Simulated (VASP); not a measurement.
A run of VASP 6.6.1 is set up as follows.

INCAR

```
SYSTEM = PbO2
  PREC = Accurate
  ENCUT = 520
  EDIFF = 1E-6
  ISMEAR = 0
  SIGMA = 0.1
  LREAL = .False.
  LASPH = .True.
  NELM = 60
  ALGO = Normal
  ISIF = 2
  LWAVE = .False.
  LCHARG = .False.
  GGA = PS
  NBANDS = 35
```

The input KPOINTS:

```
regular mesh
0
Gamma
  8 8 10
  0 0 0
```

File POSCAR:

```
PbO2
1.0
    5.0722196109      0.0000000000      0.0000000000
    0.0000000000      5.0722196109      0.0000000000
    0.0000000000      0.0000000000      3.3691839576
Pb O
2 4
Direct
    0.0000000000      0.0000000000      0.0000000000
    0.5000000000      0.5000000000      0.5000000000
    0.3078250701      0.3078250701      0.0000000000
    0.1921749299      0.8078250701      0.5000000000
    0.6921749299      0.6921749299      0.0000000000
    0.8078250701      0.1921749299      0.5000000000
```

Potentials or basis: VASP PAW PBE potentials, release 64 (Pb_d, O).

The run is started by

```console
$ cat potpaw_PBE.64/Pb_d/POTCAR potpaw_PBE.64/O/POTCAR > POTCAR
$ mpirun -np 1 vasp_std > vasp.out
```

**Question.** What does it give for the largest force?

**Answer.** 0.015 eV/Å.

**Question.** Estimate the band gap on the k mesh.

**Answer.** 0.02 eV.

Forces on the atoms (eV/Å):
```
Pb   0.000  0.000  0.000
Pb   0.000  0.000  0.000
O   -0.010 -0.010  0.000
O    0.010 -0.010  0.000
O    0.010  0.010  0.000
O   -0.010  0.010  0.000
```

Caveat: the cell differs from its parent crystal (biaxial strain in the a-b plane: +1.5 %, then relaxed in part); the PAW data sets were made with another functional, which shifts forces and pressure a little; spin-orbit coupling is left out, which moves the levels of the heavy elements. A k mesh can miss the band edges.
